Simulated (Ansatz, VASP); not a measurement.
SnO: VASP beside Ansatz

```
Sn O
1.0
     2.68578   -2.68573    0.00000
     2.68578    2.68573    0.00000
     0.00000    0.00000    9.46922
Sn O
4 4
Cartesian
  2.6858 -1.3432 8.2579
  2.6858 -1.3426 3.5233
  2.6858 1.3432 1.2113
  2.6858 1.3426 5.9460
  1.3429 0.0009 2.3673
  1.3429 -0.0009 7.1019
  4.0287 0.0009 2.3673
  4.0287 -0.0009 7.1019
```

Alike in both runs: functional PBEsol; k mesh 6 × 6 × 2; occupations fermi-dirac, width 0.05 eV; no spin polarisation.

Ansatz relaxed the structure, and its values are those at the end. VASP's run is a single point on that final structure, the one shown.

|  | VASP | Ansatz |
| --- | --- | --- |
| version | VASP 6.6.1 | Ansatz 0.2.0 |
| potentials or method | VASP PAW PBE potentials, release 64 (Sn_d, O), cutoff 600 eV | plane waves, PAW |
| valence electrons in the cell | 80 | 80 |

|  | VASP | Ansatz | Ansatz less VASP |
| --- | --- | --- | --- |
| gap on the k mesh at the Fermi level (eV) | none | none | - |
| pressure (GPa) | 0.2 | 0.0 | -0.25 |
| rms of the force components (eV/Å) | 0.037 | 0.001 | -0.0360 |

VASP's potentials were made for PBE, not for PBEsol. A gap of «none» marks a metal or a gap that the smearing closes. With one functional, cell and mesh, what is left measures potentials, basis and numerics.
